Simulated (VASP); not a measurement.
# NaTiO2 (R-3m) in VASP: notebook, part 2 of 2

VASP 6.6.1. The steps go on from the part before.

## (3) Single point, LDA, collinear spin (8.49 Å³/atom)

This run uses another cell than the first one, of 8.49 Å³/atom.

The input, INCAR:

```
SYSTEM = NaTiO2
PREC     = Accurate       ! precision mode
ENCUT    = 520            ! plane-wave cutoff, eV
EDIFF    = 1E-7           ! SCF threshold, eV
ISMEAR   = -1             ! smearing method
SIGMA    = 0.03           ! smearing width, eV
LREAL    = .FALSE.        ! projectors in reciprocal space
LASPH    = .TRUE.         ! aspherical terms in the spheres
NELM     = 150            ! most SCF steps
ALGO     = Normal         ! electronic algorithm
ISIF     = 2              ! what is computed and relaxed
LWAVE    = .FALSE.        ! write WAVECAR
LCHARG   = .FALSE.        ! write CHGCAR
ISPIN    = 2              ! spin polarisation
MAGMOM   = 0 1 0 0        ! initial moments
LORBIT   = 11             ! projections on sites
LMAXMIX  = 4              ! l up to which the mixer works
GGA      = CA             ! functional
NBANDS   = 28             ! bands
```

The input, KPOINTS:

```
regular mesh
0
G
  10 10 10
  0 0 0
```

The input, POSCAR:

```
NaTiO2
1.0
    1.3985956102      0.8074795521      5.0120298515
   -1.3985956102      0.8074795521      5.0120298515
    0.0000000000     -1.6149591041      5.0120298515
Na Ti O
1 1 2
Direct
    0.0000000000      0.0000000000      0.0000000000
    0.5000000000      0.5000000000      0.5000000000
    0.7638036100      0.7638036100      0.7638036100
    0.2361963900      0.2361963900      0.2361963900
```

Potentials or basis: VASP PAW LDA potentials, release 64 (Na_pv, Ti_sv, O).

On the command line:

```bash
> cat potpaw_LDA.64/Na_pv/POTCAR potpaw_LDA.64/Ti_sv/POTCAR potpaw_LDA.64/O/POTCAR > POTCAR
> mpirun -np 1 vasp_std > vasp.out
```

OUTCAR:

```text
SYSTEM = NaTiO2
   PREC = Accurate
   ENCUT = 520
   EDIFF = 1E-7
   ISMEAR = -1
   LREAL = .FALSE.
   LASPH = .TRUE.
   NELM = 150
   ISIF = 2
   ISPIN = 2
   LORBIT = 11
   GGA = CA

 ion  position               nearest neighbor table
   1  0.000  0.000  0.000-   3 2.18   3 2.18   4 2.18   4 2.18   3 2.18   4 2.18
   2  0.500  0.500  0.500-   4 1.92   4 1.92   3 1.92   3 1.92   4 1.92   3 1.92
   3  0.764  0.764  0.764-   2 1.92   2 1.92   2 1.92   1 2.18   1 2.18   1 2.18
   4  0.236  0.236  0.236-   2 1.92   2 1.92   2 1.92   1 2.18   1 2.18   1 2.18

  LATTYP: Found a trigonal (rhomboedric) cell.
 ALAT       =     5.2657892229
 COS(alpha) =     0.8589128780

  Lattice vectors:

 A1 = (   1.3985956102,   0.8074795521,   5.0120298515)
 A2 = (  -1.3985956102,   0.8074795521,   5.0120298515)
 A3 = (   0.0000000000,  -1.6149591041,   5.0120298515)

Analysis of symmetry for initial positions (statically):
=====================================================================
 Subroutine PRICEL returns:
 Original cell was already a primitive cell.

 Routine SETGRP: Setting up the symmetry group for a
 trigonal (rhombohedral) supercell.

 Subroutine GETGRP returns: Found 12 space group operations
 (whereof 12 operations were pure point group operations)
 out of a pool of 12 trial point group operations.

The static configuration has the point symmetry D_3d.

Analysis of symmetry for dynamics (positions and initial velocities):
=====================================================================
 Subroutine PRICEL returns:
 Original cell was already a primitive cell.

 Routine SETGRP: Setting up the symmetry group for a
 trigonal (rhombohedral) supercell.

 Subroutine GETGRP returns: Found 12 space group operations
 (whereof 12 operations were pure point group operations)
 out of a pool of 12 trial point group operations.

The dynamic configuration has the point symmetry D_3d.

Analysis of structural, dynamic, and magnetic symmetry:
=====================================================================
 Subroutine PRICEL returns:
 Original cell was already a primitive cell.

 Routine SETGRP: Setting up the symmetry group for a
 trigonal (rhombohedral) supercell.

 Subroutine GETGRP returns: Found 12 space group operations
 (whereof 12 operations were pure point group operations)
 out of a pool of 12 trial point group operations.

The overall configuration has the point symmetry D_3d.

 Subroutine INISYM returns: Found 12 space group operations
 (whereof 12 operations are pure point group operations),
 and found     1 'primitive' translations

----------------------------------------------------------------------------------------

                                     Primitive cell

  volume of cell :      33.9616

  direct lattice vectors                    reciprocal lattice vectors
     1.398595610  0.807479552  5.012029852     0.357501480  0.206403575  0.066506654
    -1.398595610  0.807479552  5.012029852    -0.357501480  0.206403575  0.066506654
     0.000000000 -1.614959104  5.012029852     0.000000000 -0.412807151  0.066506654

  length of vectors
     5.265789223  5.265789223  5.265789223     0.418130218  0.418130218  0.418130218

  position of ions in fractional coordinates (direct lattice)
     0.000000000  0.000000000  0.000000000
     0.500000000  0.500000000  0.500000000
     0.763803610  0.763803610  0.763803610
     0.236196390  0.236196390  0.236196390

[... 81 lines left out ...]
   NSW    =      0    number of steps for IOM
   IBRION =     -1    ionic relax: 0-MD 1-quasi-New 2-CG
   NFREE  =      0    steps in history (QN), initial steepest desc. (CG)
   ISIF   =      2    stress and relaxation
   ISYM   =      2    0-nonsym 1-usesym 2-fastsym
   POTIM  = 0.5000    time-step for ionic-motion
   TEBEG  =    0.0;   TEEND  =   0.0 temperature during run
   PSTRESS=    0.0 pullay stress
   NELECT =      31.0000    total number of electrons
   NUPDOWN=      -1.0000    fix difference up-down
   EMIN   =  10.00;   EMAX   =-10.00  energy-range for DOS
   EFERMI =   0.00;   METHOD = LEGACY
   ISMEAR =    -1;   SIGMA  =   0.03  broadening in eV -4-tet -1-fermi 0-gaus
   EFERMI_NEDOS =   21; number of points for ismear=-14 and -15
   IALGO  =     38    algorithm
   IMIX   =      4    mixing-type and parameters
     AMIX     =   0.40;   BMIX     =  1.00
     AMIX_MAG =   1.60;   BMIX_MAG =  1.00
  volume/ion in A,a.u.               =       8.49        57.30
  Fermi-wavevector in a.u.,A,eV,Ry     =   1.588056  3.000991 34.312838  2.521922
  Thomas-Fermi vector in A             =   2.687119
   LORBIT       =     11    0 simple, 1 ext, 2 COOP (PROOUT), +10 PAW based schemes
   GGA     = CA    functional components
   LHFCALC =     F    Hartree Fock is set to
   AEXX    =    0.0000 exact exchange contribution
   IVDW    =     0    specifies the selected vdW correction
   LEPSILON=     F    determine dielectric tensor
   LRPA    =     F    only Hartree local field effects (RPA)
 spin polarized calculation
  energy-cutoff  :      520.00
  volume of cell :       33.96
 maximum number of plane-waves:       930
   NGX = 19   NGY = 19   NGZ = 19

 number of electron      30.9999996 magnetization      -0.0329237

 number of electron      30.9999996 magnetization       0.0000228

 Free energy of the ion-electron system (eV)
  ---------------------------------------------------
  ext. energy  EPLUGINS =         0.00000000
  ---------------------------------------------------
  free energy    TOTEN  =       -31.08569263 eV

  energy without entropy =      -31.08090750  energy(sigma->0) =      -31.08330006

 E-fermi :   9.7613     XC(G=0): -12.9782

 val. band max:        9.7519701028   @ k =   0.5000   0.4000   0.2000
 cond. band min:       9.7739385281   @ k =   0.2000   0.0000  -0.0000
 fundamental gap:      0.0219684253
 Fermi energy:         9.7612758272

 spin component 1

 k-point     1 :       0.0000    0.0000    0.0000
  band No.  band energies     occupation
      1     -47.7381      1.00000
      2     -24.6129      1.00000
      3     -24.0649      1.00000
      4     -24.0649      1.00000
      5     -15.1198      1.00000
      6     -14.6915      1.00000
[... 709 lines left out ...]
     26      26.3832      0.00000
     27      26.8985      0.00000

 [... further k-points ...]

 spin component 2

 k-point     1 :       0.0000    0.0000    0.0000
  band No.  band energies     occupation
      1     -47.7380      1.00000
      2     -24.6129      1.00000
      3     -24.0649      1.00000
      4     -24.0649      1.00000
      5     -15.1198      1.00000
      6     -14.6915      1.00000
[... 709 lines left out ...]
     26      26.3833      0.00000
     27      26.8985      0.00000

 [... further k-points ...]

 [bands above 27 left out]

------------------------ aborting loop because EDIFF is reached ----------------------------------------

  FORCE on cell =-STRESS in cart. coord.  units (eV):
  Direction    XX          YY          ZZ          XY          YZ          ZX
  --------------------------------------------------------------------------------------
  -------------------------------------------------------------------------------------
  Total        9.2583528      9.2583528     10.4890568      0.0000000      0.0000000      0.0000000
  in kB      436.7729286    436.7729286    494.8327400      0.0000000      0.0000000      0.0000000
  external PRESSURE =     456.1261991 kB  Pullay stress =       0.0000000 kB

 VOLUME and BASIS-vectors are now :
 -----------------------------------------------------------------------------
  energy-cutoff  :      520.00
  volume of cell :       33.96
      direct lattice vectors                 reciprocal lattice vectors
     1.398595610  0.807479552  5.012029852     0.357501480  0.206403575  0.066506654
    -1.398595610  0.807479552  5.012029852    -0.357501480  0.206403575  0.066506654
     0.000000000 -1.614959104  5.012029852     0.000000000 -0.412807151  0.066506654

 POSITION                                       TOTAL-FORCE (eV/Angst)
 -----------------------------------------------------------------------------------
      0.00000      0.00000      0.00000         0.000000     -0.000000      0.000000
      0.00000      0.00000      7.51804        -0.000000      0.000000      0.000000
      0.00000      0.00000     11.48462         0.000000     -0.000000     -2.644319
      0.00000      0.00000      3.55147         0.000000      0.000000      2.644319
 -----------------------------------------------------------------------------------
    total drift:                               -0.000000      0.000000      0.000000

  FREE ENERGIE OF THE ION-ELECTRON SYSTEM (eV)
  ---------------------------------------------------
  free  energy   TOTEN  =       -31.0856926257 eV

  energy  without entropy=      -31.0809075033  energy(sigma->0) =      -31.08330006

 total charge

# of ion       s       p       d       tot
------------------------------------------
    1        0.099   6.057   0.000   6.156
    2        2.242   6.356   2.184  10.781
    3        1.557   3.586   0.000   5.143
    4        1.557   3.586   0.000   5.143
--------------------------------------------------
tot          5.455  19.584   2.184  27.223

 magnetization (x)

# of ion       s       p       d       tot
------------------------------------------
    1        0.000   0.000   0.000   0.000
    2       -0.000  -0.000   0.000   0.000
    3       -0.000  -0.000   0.000  -0.000
    4       -0.000  -0.000   0.000  -0.000
--------------------------------------------------
tot         -0.000  -0.000   0.000   0.000
```

It took 7.1 min on 1 thread of AMD EPYC 9R45 (Zen 5), shared host; peak memory 0.3 GiB.

Results:

* Free energy: -31.0857 eV
* Pressure: 45.6 GPa
* Largest force: 2.644 eV/Å
* Net moment: 0.00 μB per cell
* Valence electrons inside the program's atomic spheres: Na 6.16; Ti 10.78; O 5.14

Forces on the atoms (eV/Å):
```
Na   0.000  0.000  0.000
Ti   0.000  0.000  0.000
O    0.000  0.000 -2.644
O    0.000  0.000  2.644
```

Levels at points of the mesh, in eV from the Fermi level:
Spin up:
```
           k point  band 14  band 15  band 16  band 17  band 18  band 19
(0.00, 0.00, 0.00)    -4.29    -4.29     0.20     0.20     1.09     3.40
(0.50, 0.00, 0.00)    -5.76    -5.17    -0.62     2.03     2.14     4.56
(0.50, 0.50, 0.00)    -5.40    -5.14    -1.10     2.03     2.17     4.58
(0.50, 0.50, 0.50)    -4.40    -4.40     0.23     0.23     1.29     4.15
```
Spin down:
```
           k point  band 14  band 15  band 16  band 17  band 18  band 19
(0.00, 0.00, 0.00)    -4.29    -4.29     0.20     0.20     1.09     3.40
(0.50, 0.00, 0.00)    -5.76    -5.17    -0.62     2.03     2.14     4.56
(0.50, 0.50, 0.00)    -5.40    -5.14    -1.10     2.03     2.17     4.58
(0.50, 0.50, 0.50)    -4.40    -4.40     0.23     0.23     1.29     4.15
```

Caveat: the cell stands under pressure; semilocal functionals often make such compounds metallic where correlation or magnetic order opens a gap, which also shifts bond lengths; forces of over 1 eV/Å act on the atoms, so gaps and moduli don't describe the material at rest.
